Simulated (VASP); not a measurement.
Here is a VASP 6.6.1 calculation.

The input POSCAR:

```
C
1.0
    0.0000000000      2.0550234880      1.3357652672
    2.0550234880      0.0000000000      1.3357652672
    2.0550234880      2.0550234880      0.0000000000
C
2
Direct
    0.5000000000      0.5000000000      0.5000000000
    0.7500000000      0.7500000000      0.7500000000
```

The input INCAR.step1:

```
SYSTEM = C
PREC     = Accurate       ! precision mode
ENCUT    = 910            ! plane-wave cutoff, eV
ISMEAR   = 0              ! smearing method
SIGMA    = 0.05           ! smearing width, eV
LREAL    = .FALSE.        ! projectors in reciprocal space
LASPH    = .TRUE.         ! aspherical terms in the spheres
NELM     = 120            ! most SCF steps
NBANDS   = 11             ! bands
GGA      = PE             ! functional
ALGO     = Normal         ! electronic algorithm
EDIFF    = 1E-5           ! SCF threshold, eV
LWAVE    = .TRUE.         ! write WAVECAR
LCHARG   = .FALSE.        ! write CHGCAR
GGA_COMPAT= .FALSE.
```

INCAR.step2

```
SYSTEM = C
PREC     = Accurate       ! precision mode
ENCUT    = 910            ! plane-wave cutoff, eV
EDIFF    = 1E-6           ! SCF threshold, eV
ISMEAR   = 0              ! smearing method
SIGMA    = 0.05           ! smearing width, eV
LREAL    = .FALSE.        ! projectors in reciprocal space
LASPH    = .TRUE.         ! aspherical terms in the spheres
NELM     = 120            ! most SCF steps
ALGO     = Normal         ! electronic algorithm
ISIF     = 2              ! what is computed and relaxed
LWAVE    = .FALSE.        ! write WAVECAR
LCHARG   = .FALSE.        ! write CHGCAR
METAGGA  = R2SCAN         ! meta-GGA
LMIXTAU  = .TRUE.       
NBANDS   = 11             ! bands
ISTART   = 1            
GGA_COMPAT= .FALSE.
```

File KPOINTS:

```
regular mesh
0
G
  12 12 12
  0 0 0
```

Potentials or basis: VASP PAW PBE potentials, release 64 (C_h).

Launch:

```sh
$ cat potpaw_PBE.64/C_h/POTCAR > POTCAR
$ cp INCAR.step1 INCAR
$ mpirun -np 1 vasp_std > vasp.out
$ cp INCAR.step2 INCAR
$ mpirun -np 1 vasp_std > vasp.out
```

Task: What does it give for the pressure?

Result: 1.5 GPa.

Task: Estimate the band gap on the k mesh.

Result: Zero (band 4 reaches 14.53 eV, above the bottom of band 5 at 9.16 eV).

Stress tensor (GPa, compression positive):
```
-66.89   0.00   0.00
  0.00 -66.89   0.00
  0.00   0.00 138.30
```

Caveat: the cutoff is under 1.25 times the usual one of these potentials, so pressure, stress and relaxed cells hold a basis-set (Pulay) error; the PAW data sets were made with another functional, which shifts forces and pressure a little.
